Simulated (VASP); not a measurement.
# Os (P6_3/mmc) in VASP: notebook, part 2 of 2

VASP 6.6.1. The steps go on from the part before.

**4. Single point, LDA**

The input, INCAR:

```
PREC = Accurate
ENCUT = 520
EDIFF = 1E-6
ISMEAR = 1
SIGMA = 0.1
LREAL = F
LASPH = T
NELM = 60
ALGO = Normal
ISIF = 2
LWAVE = F
LCHARG = T
LELF = T
LVHAR = T
NBANDS = 15
```

The input, KPOINTS:

```
regular mesh
0
Gamma
  13 13 8
```

The input, POSCAR:

```
Os
1.0
    2.7175247593      0.0000000000      0.0000000000
   -1.3587623796      2.3534454770      0.0000000000
    0.0000000000      0.0000000000      4.2844606214
Os
2
Direct
    0.3333333333      0.6666666667      0.2500000000
    0.6666666667      0.3333333333      0.7500000000
```

Potentials or basis: VASP PAW LDA potentials, release 64 (Os).

Started as:

```bash
cat potpaw_LDA.64/Os/POTCAR > POTCAR
mpirun -np 1 vasp_std > vasp.out
```

OUTCAR:

```text
PREC = Accurate
   ENCUT = 520
   EDIFF = 1E-6
   ISMEAR = 1
   LREAL = F
   LASPH = T
   NELM = 60
   ISIF = 2

 ion  position               nearest neighbor table
   1  0.333  0.667  0.250-   2 2.66   2 2.66   2 2.66   2 2.66   2 2.66   2 2.66
   2  0.667  0.333  0.750-   1 2.66   1 2.66   1 2.66   1 2.66   1 2.66   1 2.66

  LATTYP: Found a hexagonal cell.
 ALAT       =     2.7175247593
 C/A-ratio  =     1.5766040794

  Lattice vectors:

 A1 = (   2.7175247593,   0.0000000000,   0.0000000000)
 A2 = (  -1.3587623796,   2.3534454770,   0.0000000000)
 A3 = (   0.0000000000,   0.0000000000,   4.2844606214)

Analysis of symmetry for initial positions (statically):
=====================================================================
 Subroutine PRICEL returns:
 Original cell was already a primitive cell.

 Routine SETGRP: Setting up the symmetry group for a
 hexagonal supercell.

 Subroutine GETGRP returns: Found 24 space group operations
 (whereof 12 operations were pure point group operations)
 out of a pool of 24 trial point group operations.

The static configuration has the point symmetry D_3d.
 The point group associated with its full space group is D_6h.

Analysis of symmetry for dynamics (positions and initial velocities):
=====================================================================
 Subroutine PRICEL returns:
 Original cell was already a primitive cell.

 Routine SETGRP: Setting up the symmetry group for a
 hexagonal supercell.

 Subroutine GETGRP returns: Found 24 space group operations
 (whereof 12 operations were pure point group operations)
 out of a pool of 24 trial point group operations.

The dynamic configuration has the point symmetry D_3d.
 The point group associated with its full space group is D_6h.

 Subroutine INISYM returns: Found 24 space group operations
 (whereof 12 operations are pure point group operations),
 and found     1 'primitive' translations

[... 120 lines left out ...]
   LHFCALC =     F    Hartree Fock is set to
   AEXX    =    0.0000 exact exchange contribution
   IVDW    =     0    specifies the selected vdW correction
   LEPSILON=     F    determine dielectric tensor
   LRPA    =     F    only Hartree local field effects (RPA)
 non-spin polarized calculation
 Methfessel and Paxton  Order N= 1 SIGMA  =   0.10
  energy-cutoff  :      520.00
  volume of cell :       27.40
 maximum number of plane-waves:       756
   NGX = 11   NGY = 11   NGZ = 15

 number of electron      15.9999998 magnetization

 Free energy of the ion-electron system (eV)
  ---------------------------------------------------
  ext. energy  EPLUGINS =         0.00000000
  ---------------------------------------------------
  free energy    TOTEN  =       -25.30803431 eV

  energy without entropy =      -25.30783574  energy(sigma->0) =      -25.30796812

 E-fermi :   9.7682     XC(G=0): -14.2982

 val. band max:        9.7523353481   @ k =   0.3077   0.0769   0.2500
 cond. band min:       9.7684523003   @ k =   0.1538   0.0769   0.3750
 fundamental gap:      0.0161169522
 Fermi energy:         9.7681963435

 k-point     1 :       0.0000    0.0000    0.0000
  band No.  band energies     occupation
      1      -1.3398      2.00000
      2       1.7505      2.00000
      3       6.5414      2.00000
      4       6.5414      2.00000
      5       6.8286      2.00000
      6       7.4154      2.00000
      7       7.4154      2.00000
      8       8.0701      2.00000
      9       8.0701      2.00000
     10       9.8892     -0.07085
     11      11.4393     -0.00000
     12      11.4393     -0.00000
     13      19.0657      0.00000
     14      23.8144      0.00000
[... 401 lines left out ...]
      2       2.5738      2.00000
      3       5.5220      2.00000
      4       6.1880      2.00000
      5       6.7884      2.00000
      6       7.0242      2.00000
      7       7.7611      2.00000
      8       7.8885      2.00000
      9       8.2195      2.00000
     10       8.5454      2.00000
     11      11.8006      0.00000
     12      14.1580      0.00000
     13      19.9524      0.00000
     14      25.1836      0.00000
     15      27.2932      0.00000

 [... further k-points ...]

------------------------ aborting loop because EDIFF is reached ----------------------------------------

  FORCE on cell =-STRESS in cart. coord.  units (eV):
  Direction    XX          YY          ZZ          XY          YZ          ZX
  --------------------------------------------------------------------------------------
  -------------------------------------------------------------------------------------
  Total        0.2270008      0.2270008      0.0093456      0.0000000     -0.0000000      0.0000000
  in kB       13.2728472     13.2728472      0.5464423      0.0000000     -0.0000000      0.0000000
  external PRESSURE =       9.0307122 kB  Pullay stress =       0.0000000 kB

 VOLUME and BASIS-vectors are now :
 -----------------------------------------------------------------------------
  energy-cutoff  :      520.00
  volume of cell :       27.40
      direct lattice vectors                 reciprocal lattice vectors
     2.717524759  0.000000000  0.000000000     0.367981928  0.212454465  0.000000000
    -1.358762380  2.353445477  0.000000000     0.000000000  0.424908930  0.000000000
     0.000000000  0.000000000  4.284460621     0.000000000  0.000000000  0.233401608

 POSITION                                       TOTAL-FORCE (eV/Angst)
 -----------------------------------------------------------------------------------
     -0.00000      1.56896      1.07112         0.000000     -0.000000      0.000000
      1.35876      0.78448      3.21335        -0.000000      0.000000      0.000000
 -----------------------------------------------------------------------------------
    total drift:                               -0.000000      0.000000     -0.000000

  FREE ENERGIE OF THE ION-ELECTRON SYSTEM (eV)
  ---------------------------------------------------
  free  energy   TOTEN  =       -25.3080343146 eV

  energy  without entropy=      -25.3078357395  energy(sigma->0) =      -25.30796812
```

stdout:

```text
POSCAR found type information on POSCAR Os
 POSCAR found :  1 types and       2 ions
 scaLAPACK will be used
 LDA part: xc-table for (Slater(with rela. corr.)+CA(PZ))
 , standard interpolation
 POSCAR, INCAR and KPOINTS ok, starting setup
 FFT: planning ... GRIDC
 FFT: planning ... GRID_SOFT
 FFT: planning ... GRID
 WAVECAR not read
 entering main loop
```

Run time: 19 s. Hardware: 1 thread of Intel Xeon Platinum 8488C (Sapphire Rapids), shared host; peak memory 0.15 GiB.

What came out:

```yaml
Free_energy: -25.3080 eV
Pressure: 0.9 GPa
Band_gap_on_the_k_mesh: zero (bands 8 and 9 overlap by 3.94 eV)
```

Levels at points of the mesh, in eV from the Fermi level:
| k point | band 5 | band 6 | band 7 | band 8 | band 9 | band 10 | band 11 | band 12 |
| --- | --- | --- | --- | --- | --- | --- | --- | --- |
| (0.00, 0.00, 0.00) | -2.94 | -2.35 | -2.35 | -1.70 | -1.70 | 0.12 | 1.67 | 1.67 |
| (0.00, 0.00, 0.50) | -3.43 | -3.43 | -3.43 | -3.43 | 0.86 | 0.86 | 0.86 | 0.86 |

Caveat: spin-orbit coupling is left out, which moves the levels of the heavy elements.

**5. Overview**

| potentials or basis | cell | k mesh | cutoff (eV) | smearing | gap on the mesh (eV) | pressure (GPa) |
| --- | --- | --- | --- | --- | --- | --- |
| VASP PAW LDA potentials, release 64 (Os_sv_GW) | a = 2.718, b = 2.718, c = 4.284 Å, angles 90.0, 90.0, 120.0°, 2 atoms | 13 × 13 × 8 | 500 | fermi-dirac 0.1 eV | none | -0.6 |
| VASP PAW LDA potentials, release 64 (Os) | a = 2.822, b = 2.822, c = 4.449 Å, angles 90.0, 90.0, 120.0°, 2 atoms | 22 × 22 × 12 | 520 | fermi-dirac 0.1 eV | none | -38.4 |
| VASP PAW LDA potentials, release 64 (Os) | a = 2.718, b = 2.718, c = 4.284 Å, angles 90.0, 90.0, 120.0°, 2 atoms | 13 × 13 × 8 | 520 | methfessel-paxton 0.1 eV | none | 0.9 |

Alike in all rows: task single point; level LDA; no spin polarisation.

Caveats: spin-orbit coupling is left out, which moves the levels of the heavy elements; the cell stands under tension (at least some runs).

Absolute energies hang on the potentials; compare differences alone.
